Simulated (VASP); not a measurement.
BeTe, 2 atoms in the cell. The structure is cubic, space group F-43m (No. 216). The conventional cell has a = 5.657 Å, b = 5.657 Å, c = 5.657 Å, α = 90.00°, β = 90.00°, γ = 90.00°. Be (site symmetry -43m) has 4 Te at 2.45 Å within 3.2 Å. Within 3.2 Å of Te (site symmetry -43m) lie 4 Be at 2.45 Å. 

```yaml
Program: VASP 6.6.1
Task: single point
Functional: HSE06
Potentials_or_basis: VASP PAW PBE potentials, release 64 (Be, Te)
Cutoff: 520 eV
k_mesh: 6 × 6 × 6
Occupations: gaussian, width 0.01 eV
Spin: no spin polarisation
Dipole_correction: no
Grid_for_exact_exchange_PRECFOCK: Normal
Further_INCAR_settings: ALGO = Normal; EDIFF = 1e-07; NBANDS = 11
Share_of_exact_exchange: 0.25
Screening_parameter: 0.2079 1/Å
```

Potentials or basis: VASP PAW PBE potentials, release 64 (Be, Te).

The run is started by

```bash
$ cat potpaw_PBE.64/Be/POTCAR potpaw_PBE.64/Te/POTCAR > POTCAR
$ cp INCAR.step1 INCAR
$ mpirun -np 1 vasp_std > vasp.out
$ cp INCAR.step2 INCAR
$ mpirun -np 1 vasp_std > vasp.out
```

Hardware: 1 thread of Intel(R) Xeon(R) Platinum 8259CL CPU @ 2.50GHz (Skylake/Cascade Lake) (shared host).

How long does it take, and how much memory?

Wall time 18 min on 1 thread of Intel(R) Xeon(R) Platinum 8259CL CPU @ 2.50GHz (Skylake/Cascade Lake) (shared host), peak memory 0.29 GiB. Counts: k points 16.
